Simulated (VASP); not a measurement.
AlN, 8 atoms in the cell. The structure is monoclinic, space group Cm (No. 8). Conventional cell: a = 6.180 Å, b = 6.180 Å, c = 4.370 Å, α = 90.00°, β = 90.00°, γ = 90.00°. Al (site symmetry m) has 4 N at 1.89 to 2.14 Å within 2.5 Å. Within 2.2 Å of Al (site symmetry m) lie 4 N at 1.66 to 1.89 Å. Within 2.5 Å of Al (site symmetry 1) lie 4 N at 1.89 to 1.92 Å. Within 2.2 Å of N (site symmetry m) lie 4 Al at 1.66 to 2.14 Å. Within 2.5 Å of N (site symmetry m) lie 4 Al at 1.89 Å. N (site symmetry 1) has 4 Al at 1.89 Å within 2.5 Å.  This cell differs from its parent crystal: atom 5 (N) moved +0.300 Å towards its neighbour atom 6 (N) at 3.090 Å.

* Program: VASP 6.6.1
* Task: single point
* Functional: r2SCAN
* Potentials or basis: VASP PAW PBE potentials, release 64 (Al, N)
* Cutoff: 520 eV
* k mesh: 6 × 6 × 6
* Occupations: gaussian, width 0.05 eV
* Spin: no spin polarisation
* Dipole correction: no
* Further INCAR settings: ALGO = Normal; EDIFF = 1e-07; NBANDS = 26

Potentials or basis: VASP PAW PBE potentials, release 64 (Al, N).

Launch:

```bash
$ cat potpaw_PBE.64/Al/POTCAR potpaw_PBE.64/N/POTCAR > POTCAR
$ cp INCAR.step1 INCAR
$ mpirun -np 1 vasp_std > vasp.out
$ cp INCAR.step2 INCAR
$ mpirun -np 1 vasp_std > vasp.out
```

Hardware: 1 thread of Intel(R) Xeon(R) Platinum 8488C (Sapphire Rapids), with other jobs on the host.

Q: How long does it take, and how much memory?

A: Wall time 4.1 min on 1 thread of Intel(R) Xeon(R) Platinum 8488C (Sapphire Rapids) (shared host), peak memory 0.25 GiB. Counts: k points 68.
